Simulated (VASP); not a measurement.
Runs of VASP 6.6.1 on Ga2O3. The structure is that of space group R-3c (No. 167), or close to it. The cells are those of the table. 

| cell | gap on the mesh (eV) | pressure (GPa) | largest force (eV/Å) |
| --- | --- | --- | --- |
| a = 5.344 Å, angles 55.9°, 10 atoms | 2.71 | 7.6 | 0.02 |
| a = 5.325 Å, angles 55.8°, 10 atoms | (b) | 10.4 | 0.07 |
| a = 5.289 Å, angles 55.9°, 10 atoms | 3.05 | 15.4 | 0.03 |
| a = 5.399 Å, angles 55.9°, 10 atoms | (a) | (c) | 0.01 |

Alike in all rows: task single point; level PBE; potentials or basis VASP PAW PBE potentials, release 64 (Ga_d, O); no spin polarisation; k mesh 6 × 6 × 6; cutoff (eV) 520; smearing gaussian 0.01 eV.

Question: Fill in the values left out.

Answer: (a) 2.39; (b) 2.85; (c) 1.0.

Caveats: the cell stands under pressure (at least some runs).

A k mesh can miss the band edges, and the runs leave out spin-orbit coupling on Ga.
